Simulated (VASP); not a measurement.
# SnTe (F-43m) in VASP: settings compared

SnTe is run at these levels: LDA, PBEsol, PBE; tasks: single point.

All numbers are computed with VASP 6.6.1; they aren't measurements. Logs are shortened: lines on timing, memory, paths and dates and some standing lists are left out, and cuts for length are marked.

## (1) The cell of the first run

The structure is cubic, space group F-43m (No. 216). The conventional cell has a = 7.004 Å, b = 7.004 Å, c = 7.004 Å, α = 90.00°, β = 90.00°, γ = 90.00°. Within 4.0 Å of Sn (site symmetry -43m) lie 4 Te at 3.03 Å. Te (site symmetry -43m) has 4 Sn at 3.03 Å within 4.0 Å.

## (2) Single point, LDA

File INCAR:

```
SYSTEM = SnTe
ALGO     = Normal         ! electronic algorithm
EDIFF    = 1E-6           ! SCF threshold, eV
ENCUT    = 500            ! plane-wave cutoff, eV
GGA      = CA             ! functional
GGA_COMPAT= .False.      
ISIF     = 2              ! what is computed and relaxed
ISMEAR   = -1             ! smearing method
LASPH    = .True.         ! aspherical terms in the spheres
LCHARG   = .False.        ! write CHGCAR
LREAL    = .False.        ! projectors in reciprocal space
LWAVE    = .False.        ! write WAVECAR
NBANDS   = 17             ! bands
NELM     = 120            ! most SCF steps
PREC     = Accurate       ! precision mode
SIGMA    = 0.02           ! smearing width, eV
```

File KPOINTS:

```
k-points
0
Gamma
  6 6 6
  0 0 0
```

File POSCAR:

```
SnTe
1.0
    0.0000000000      3.5021186193      3.5021186193
    3.5021186193      0.0000000000      3.5021186193
    3.5021186193      3.5021186193      0.0000000000
Sn Te
1 1
Direct
    0.0000000000      0.0000000000      0.0000000000
    0.2500000000      0.2500000000      0.2500000000
```

Potentials or basis: VASP PAW LDA potentials, release 64 (Sn_d, Te).

On the command line:

```console
$ cat potpaw_LDA.64/Sn_d/POTCAR potpaw_LDA.64/Te/POTCAR > POTCAR
$ mpirun -np 1 vasp_std > vasp.out
```

OUTCAR:

```text
SYSTEM = SnTe
   EDIFF = 1E-6
   ENCUT = 500
   GGA = CA
   ISIF = 2
   ISMEAR = -1
   LASPH = .True.
   LREAL = .False.
   NELM = 120
   PREC = Accurate

 ion  position               nearest neighbor table
   1  0.000  0.000  0.000-   2 3.03   2 3.03   2 3.03   2 3.03
   2  0.250  0.250  0.250-   1 3.03   1 3.03   1 3.03   1 3.03

  LATTYP: Found a face centered cubic cell.
 ALAT       =     7.0042372386

  Lattice vectors:

 A1 = (   0.0000000000,   3.5021186193,   3.5021186193)
 A2 = (   3.5021186193,   0.0000000000,   3.5021186193)
 A3 = (   3.5021186193,   3.5021186193,   0.0000000000)

Analysis of symmetry for initial positions (statically):
=====================================================================
 Subroutine PRICEL returns:
 Original cell was already a primitive cell.

 Routine SETGRP: Setting up the symmetry group for a
 face centered cubic supercell.

 Subroutine GETGRP returns: Found 24 space group operations
 (whereof 24 operations were pure point group operations)
 out of a pool of 48 trial point group operations.

The static configuration has the point symmetry T_d .

Analysis of symmetry for dynamics (positions and initial velocities):
=====================================================================
 Subroutine PRICEL returns:
 Original cell was already a primitive cell.

 Routine SETGRP: Setting up the symmetry group for a
 face centered cubic supercell.

 Subroutine GETGRP returns: Found 24 space group operations
 (whereof 24 operations were pure point group operations)
 out of a pool of 48 trial point group operations.

The dynamic configuration has the point symmetry T_d .

 Subroutine INISYM returns: Found 24 space group operations
 (whereof 24 operations are pure point group operations),
 and found     1 'primitive' translations

----------------------------------------------------------------------------------------

                                     Primitive cell

  volume of cell :      85.9058

  direct lattice vectors                    reciprocal lattice vectors
     0.000000000  3.502118619  3.502118619    -0.142770721  0.142770721  0.142770721
     3.502118619  0.000000000  3.502118619     0.142770721 -0.142770721  0.142770721
     3.502118619  3.502118619  0.000000000     0.142770721  0.142770721 -0.142770721

  length of vectors
     4.952743648  4.952743648  4.952743648     0.247286142  0.247286142  0.247286142

  position of ions in fractional coordinates (direct lattice)
     0.000000000  0.000000000  0.000000000
[... 68 lines left out ...]
   NELM   =    120;   NELMIN=  2; NELMDL= -5     # of ELM steps
   EDIFF  = 0.1E-05   stopping-criterion for ELM
   LREAL  =      F    real-space projection
   EDIFFG = 0.1E-04   stopping-criterion for IOM
   NSW    =      0    number of steps for IOM
   IBRION =     -1    ionic relax: 0-MD 1-quasi-New 2-CG
   NFREE  =      0    steps in history (QN), initial steepest desc. (CG)
   ISIF   =      2    stress and relaxation
   ISYM   =      2    0-nonsym 1-usesym 2-fastsym
   POTIM  = 0.5000    time-step for ionic-motion
   TEBEG  =    0.0;   TEEND  =   0.0 temperature during run
   PSTRESS=    0.0 pullay stress
   NELECT =      20.0000    total number of electrons
   NUPDOWN=      -1.0000    fix difference up-down
   EMIN   =  10.00;   EMAX   =-10.00  energy-range for DOS
   EFERMI =   0.00;   METHOD = LEGACY
   ISMEAR =    -1;   SIGMA  =   0.02  broadening in eV -4-tet -1-fermi 0-gaus
   EFERMI_NEDOS =   21; number of points for ismear=-14 and -15
   IALGO  =     38    algorithm
   IMIX   =      4    mixing-type and parameters
     AMIX     =   0.40;   BMIX     =  1.00
     AMIX_MAG =   1.60;   BMIX_MAG =  1.00
  volume/ion in A,a.u.               =      42.95       289.86
  Fermi-wavevector in a.u.,A,eV,Ry     =   1.007111  1.903164 13.800014  1.014272
  Thomas-Fermi vector in A             =   2.139895
   LORBIT       =      0    0 simple, 1 ext, 2 COOP (PROOUT), +10 PAW based schemes
   GGA     = CA    functional components
   LHFCALC =     F    Hartree Fock is set to
   AEXX    =    0.0000 exact exchange contribution
   IVDW    =     0    specifies the selected vdW correction
   LEPSILON=     F    determine dielectric tensor
   LRPA    =     F    only Hartree local field effects (RPA)
 non-spin polarized calculation
  energy-cutoff  :      500.00
  volume of cell :       85.91
 maximum number of plane-waves:      2202
   NGX = 19   NGY = 19   NGZ = 19

 number of electron      20.0000006 magnetization

 Free energy of the ion-electron system (eV)
  ---------------------------------------------------
  ext. energy  EPLUGINS =         0.00000000
  ---------------------------------------------------
  free energy    TOTEN  =        -8.05071012 eV

  energy without entropy =       -8.04933693  energy(sigma->0) =       -8.05002352

 E-fermi :   3.6609     XC(G=0):  -8.1706

 val. band max:        3.6376463654   @ k =  -0.3333   0.5000   0.1667
 cond. band min:       3.7682790333   @ k =   0.3333   0.3333   0.0000
 fundamental gap:      0.1306326679
 Fermi energy:         3.6608786550

 k-point     1 :       0.0000    0.0000    0.0000
  band No.  band energies     occupation
      1     -17.9646      2.00000
      2     -17.9646      2.00000
      3     -17.9646      2.00000
      4     -17.9477      2.00000
      5     -17.9477      2.00000
      6      -8.3132      2.00000
[... 297 lines left out ...]
      4     -17.9486      2.00000
      5     -17.9469      2.00000
      6      -7.3750      2.00000
[... 9 lines left out ...]
     16      11.7340      0.00000
     17      11.7562      0.00000

------------------------ aborting loop because EDIFF is reached ----------------------------------------

  FORCE on cell =-STRESS in cart. coord.  units (eV):
  Direction    XX          YY          ZZ          XY          YZ          ZX
  --------------------------------------------------------------------------------------
  -------------------------------------------------------------------------------------
  Total        0.0259050      0.0259050      0.0259050      0.0000000      0.0000000      0.0000000
  in kB        0.4831390      0.4831390      0.4831390      0.0000000      0.0000000      0.0000000
  external PRESSURE =       0.4831390 kB  Pullay stress =       0.0000000 kB

 VOLUME and BASIS-vectors are now :
 -----------------------------------------------------------------------------
  energy-cutoff  :      500.00
  volume of cell :       85.91
      direct lattice vectors                 reciprocal lattice vectors
     0.000000000  3.502118619  3.502118619    -0.142770721  0.142770721  0.142770721
     3.502118619  0.000000000  3.502118619     0.142770721 -0.142770721  0.142770721
     3.502118619  3.502118619  0.000000000     0.142770721  0.142770721 -0.142770721

 POSITION                                       TOTAL-FORCE (eV/Angst)
 -----------------------------------------------------------------------------------
      0.00000      0.00000      0.00000        -0.000000     -0.000000     -0.000000
      1.75106      1.75106      1.75106         0.000000      0.000000      0.000000
 -----------------------------------------------------------------------------------
    total drift:                               -0.000000     -0.000000     -0.000000

  FREE ENERGIE OF THE ION-ELECTRON SYSTEM (eV)
  ---------------------------------------------------
  free  energy   TOTEN  =        -8.0507101151 eV

  energy  without entropy=       -8.0493369323  energy(sigma->0) =       -8.05002352
```

Run time: 12 s. Hardware: 1 thread of AMD EPYC 9R45 (Zen 5), shared host; peak memory 0.15 GiB.

Results:

```
Free energy            : -8.0507 eV
Pressure               : 0.0 GPa
Band gap on the k mesh : zero (band 10 reaches 3.64 eV, above the bottom of band 11 at 3.60 eV)
```

Levels at points of the mesh, in eV from the Fermi level:
| k point | band 8 | band 9 | band 10 | band 11 | band 12 | band 13 |
| --- | --- | --- | --- | --- | --- | --- |
| (0.00, 0.00, 0.00) | -2.04 | -2.04 | -2.04 | 1.00 | 1.00 | 1.00 |
| (0.50, 0.00, 0.00) | -2.65 | -2.65 | -2.11 | 1.85 | 1.85 | 3.76 |
| (0.50, 0.50, 0.00) | -3.40 | -3.40 | -0.68 | -0.06 | 4.27 | 4.27 |

Caveat: spin-orbit coupling is left out, which moves the levels of the heavy elements.

## (3) Single point, PBEsol

This run uses another cell than the first one, of 44.59 Å³/atom, 1.038 times its volume.

File INCAR:

```
SYSTEM = SnTe
PREC     = Accurate       ! precision mode
ENCUT    = 500            ! plane-wave cutoff, eV
EDIFF    = 1E-6           ! SCF threshold, eV
ISMEAR   = -1             ! smearing method
SIGMA    = 0.02           ! smearing width, eV
LREAL    = .FALSE.        ! projectors in reciprocal space
LASPH    = .TRUE.         ! aspherical terms in the spheres
NELM     = 120            ! most SCF steps
ALGO     = Normal         ! electronic algorithm
ISIF     = 2              ! what is computed and relaxed
LWAVE    = .FALSE.        ! write WAVECAR
LCHARG   = .FALSE.        ! write CHGCAR
GGA      = PS             ! functional
NBANDS   = 17             ! bands
GGA_COMPAT= .FALSE.
```

File KPOINTS:

```
regular mesh
0
G
  6 6 6
  0 0 0
```

File POSCAR:

```
SnTe
1.0
    0.0000000000      3.5461446266      3.5461446266
    3.5461446266      0.0000000000      3.5461446266
    3.5461446266      3.5461446266      0.0000000000
Sn Te
1 1
Direct
    0.0000000000      0.0000000000      0.0000000000
    0.2500000000      0.2500000000      0.2500000000
```

Potentials or basis: VASP PAW PBE potentials, release 64 (Sn_d, Te).

On the command line:

```console
$ cat potpaw_PBE.64/Sn_d/POTCAR potpaw_PBE.64/Te/POTCAR > POTCAR
$ mpirun -np 1 vasp_std > vasp.out
```

Run time: 17 s. Hardware: 1 thread of AMD EPYC 9R45 (Zen 5), shared host; peak memory 0.21 GiB.

It converged, with:

```
Free energy            : -7.6238 eV
Pressure               : -0.1 GPa
Band gap on the k mesh : 0.09 eV, indirect (least direct gap 0.69 eV)
```

Levels at points of the mesh, in eV from the valence-band top:
```tsv
k point	band 8	band 9	band 10	band 11	band 12	band 13
(0.00, 0.00, 0.00)	-1.93	-1.93	-1.93	1.08	1.08	1.08
(0.50, 0.00, 0.00)	-2.51	-2.51	-2.01	1.91	1.91	3.71
(0.50, 0.50, 0.00)	-3.22	-3.22	-0.60	0.09	4.21	4.21
```

Caveat: the PAW data sets were made with another functional, which shifts forces and pressure a little; spin-orbit coupling is left out, which moves the levels of the heavy elements.

## (4) Single point, PBE

This run uses another cell than the first one, of 47.02 Å³/atom, 1.095 times its volume.

File INCAR:

```
PREC = Accurate ; ENCUT = 500
EDIFF = 1E-6 ; ISMEAR = -1
SIGMA = 0.02 ; LREAL = False
LASPH = True ; NELM = 120
ALGO = Normal ; ISIF = 2
LWAVE = False ; LCHARG = False
GGA = PE ; NBANDS = 17
GGA_COMPAT = False
```

File KPOINTS:

```
regular mesh
0
Gamma
  6 6 6
```

File POSCAR:

```
SnTe
1.0
    0.0000000000      3.6092621520      3.6092621520
    3.6092621520      0.0000000000      3.6092621520
    3.6092621520      3.6092621520      0.0000000000
Sn Te
1 1
Direct
    0.0000000000      0.0000000000      0.0000000000
    0.2500000000      0.2500000000      0.2500000000
```

Potentials or basis: VASP PAW PBE potentials, release 64 (Sn_d, Te).

On the command line:

```console
$ cat potpaw_PBE.64/Sn_d/POTCAR potpaw_PBE.64/Te/POTCAR > POTCAR
$ mpirun -np 1 vasp_std > vasp.out
```

OUTCAR:

```text
PREC = Accurate
   ENCUT = 500
   EDIFF = 1E-6
   ISMEAR = -1
   LREAL = False
   LASPH = True
   NELM = 120
   ISIF = 2
   GGA = PE

 ion  position               nearest neighbor table
   1  0.000  0.000  0.000-   2 3.13   2 3.13   2 3.13   2 3.13
   2  0.250  0.250  0.250-   1 3.13   1 3.13   1 3.13   1 3.13

  LATTYP: Found a face centered cubic cell.
 ALAT       =     7.2185243040

  Lattice vectors:

 A1 = (   0.0000000000,   3.6092621520,   3.6092621520)
 A2 = (   3.6092621520,   0.0000000000,   3.6092621520)
 A3 = (   3.6092621520,   3.6092621520,   0.0000000000)

Analysis of symmetry for initial positions (statically):
=====================================================================
 Subroutine PRICEL returns:
 Original cell was already a primitive cell.

 Routine SETGRP: Setting up the symmetry group for a
 face centered cubic supercell.

 Subroutine GETGRP returns: Found 24 space group operations
 (whereof 24 operations were pure point group operations)
 out of a pool of 48 trial point group operations.

The static configuration has the point symmetry T_d .
[... 148 lines left out ...]
  free energy    TOTEN  =        -7.06424481 eV

  energy without entropy =       -7.06422658  energy(sigma->0) =       -7.06423570

 E-fermi :   3.1878     XC(G=0):  -7.4499

 val. band max:        3.0365422097   @ k =  -0.3333   0.5000   0.1667
 cond. band min:       3.3114054638   @ k =   0.5000   0.5000   0.0000
 fundamental gap:      0.2748632541
 Fermi energy:         3.1877820498

 k-point     1 :       0.0000    0.0000    0.0000
  band No.  band energies     occupation
      1     -18.6146      2.00000
      2     -18.6146      2.00000
      3     -18.6146      2.00000
      4     -18.6059      2.00000
      5     -18.6059      2.00000
      6      -8.3397      2.00000
[... 297 lines left out ...]
      4     -18.6064      2.00000
      5     -18.6053      2.00000
      6      -7.5752      2.00000
[... 9 lines left out ...]
     16      11.0671      0.00000
     17      11.1329      0.00000

------------------------ aborting loop because EDIFF is reached ----------------------------------------

  FORCE on cell =-STRESS in cart. coord.  units (eV):
  Direction    XX          YY          ZZ          XY          YZ          ZX
  --------------------------------------------------------------------------------------
  -------------------------------------------------------------------------------------
  Total       -0.0042679     -0.0042679     -0.0042679     -0.0000000      0.0000000     -0.0000000
  in kB       -0.0727176     -0.0727176     -0.0727176     -0.0000000      0.0000000     -0.0000000
  external PRESSURE =      -0.0727176 kB  Pullay stress =       0.0000000 kB

 VOLUME and BASIS-vectors are now :
 -----------------------------------------------------------------------------
  energy-cutoff  :      500.00
  volume of cell :       94.03
      direct lattice vectors                 reciprocal lattice vectors
     0.000000000  3.609262152  3.609262152    -0.138532470  0.138532470  0.138532470
     3.609262152  0.000000000  3.609262152     0.138532470 -0.138532470  0.138532470
     3.609262152  3.609262152  0.000000000     0.138532470  0.138532470 -0.138532470

 POSITION                                       TOTAL-FORCE (eV/Angst)
 -----------------------------------------------------------------------------------
      0.00000      0.00000      0.00000        -0.000000     -0.000000     -0.000000
      1.80463      1.80463      1.80463         0.000000      0.000000      0.000000
 -----------------------------------------------------------------------------------
    total drift:                               -0.000000     -0.000000     -0.000000

  FREE ENERGIE OF THE ION-ELECTRON SYSTEM (eV)
  ---------------------------------------------------
  free  energy   TOTEN  =        -7.0642448090 eV

  energy  without entropy=       -7.0642265824  energy(sigma->0) =       -7.06423570
```

OSZICAR:

```text
N       E                     dE             d eps       ncg     rms          rms(c)
DAV:   1     0.120614215441E+03    0.12061E+03   -0.91587E+03   545   0.115E+03
DAV:   2     0.462672516190E+01   -0.11599E+03   -0.11329E+03   570   0.279E+02
DAV:   3    -0.684843636316E+01   -0.11475E+02   -0.11391E+02   669   0.880E+01
DAV:   4    -0.719751742474E+01   -0.34908E+00   -0.34890E+00   642   0.165E+01
DAV:   5    -0.721327994339E+01   -0.15763E-01   -0.15762E-01   782   0.333E+00    0.438E+00
DAV:   6    -0.706396849070E+01    0.14931E+00   -0.38774E-01   702   0.285E+00    0.284E+00
DAV:   7    -0.706148495703E+01    0.24835E-02   -0.85789E-02   561   0.110E+00    0.108E+00
DAV:   8    -0.706319631985E+01   -0.17114E-02   -0.10184E-02   612   0.703E-01    0.236E-01
DAV:   9    -0.706389516068E+01   -0.69884E-03   -0.23737E-03   561   0.304E-01    0.682E-02
DAV:  10    -0.706408205910E+01   -0.18690E-03   -0.39283E-04   604   0.102E-01    0.433E-02
DAV:  11    -0.706424145017E+01   -0.15939E-03   -0.26063E-04   550   0.678E-02    0.371E-02
DAV:  12    -0.706424309185E+01   -0.16417E-05   -0.72107E-06   633   0.193E-02    0.174E-02
DAV:  13    -0.706424466057E+01   -0.15687E-05   -0.39337E-06   555   0.840E-03    0.495E-03
DAV:  14    -0.706424480895E+01   -0.14839E-06   -0.41782E-07   505   0.568E-03
   1 F= -.70642448E+01 E0= -.70642357E+01  d E =-.182266E-04
```

Wall time 18 s (1 thread of AMD EPYC 9R45 (Zen 5), shared host); peak memory 0.21 GiB.

Results:

| Property | Result |
| --- | --- |
| Free energy | -7.0642 eV |
| Pressure | 0.0 GPa |
| Band gap on the k mesh | 0.27 eV, indirect (least direct gap 0.79 eV) |

Caveat: spin-orbit coupling is left out, which moves the levels of the heavy elements.

## (5) Overview

| level | potentials or basis | cell | gap on the mesh (eV) | pressure (GPa) |
| --- | --- | --- | --- | --- |
| LDA | VASP PAW LDA potentials, release 64 (Sn_d, Te) | a = 4.953 Å, angles 60.0°, 2 atoms | none | 0.0 |
| PBEsol | VASP PAW PBE potentials, release 64 (Sn_d, Te) | a = 5.015 Å, angles 60.0°, 2 atoms | 0.09 | -0.1 |
| PBE | VASP PAW PBE potentials, release 64 (Sn_d, Te) | a = 5.104 Å, angles 60.0°, 2 atoms | 0.27 | 0.0 |

Alike in all rows: task single point; no spin polarisation; k mesh 6 × 6 × 6; cutoff (eV) 500; smearing fermi-dirac 0.02 eV.

Caveats: spin-orbit coupling is left out, which moves the levels of the heavy elements; the PAW data sets were made with another functional, which shifts forces and pressure a little (some runs).

Absolute energies hang on the potentials; compare differences alone.
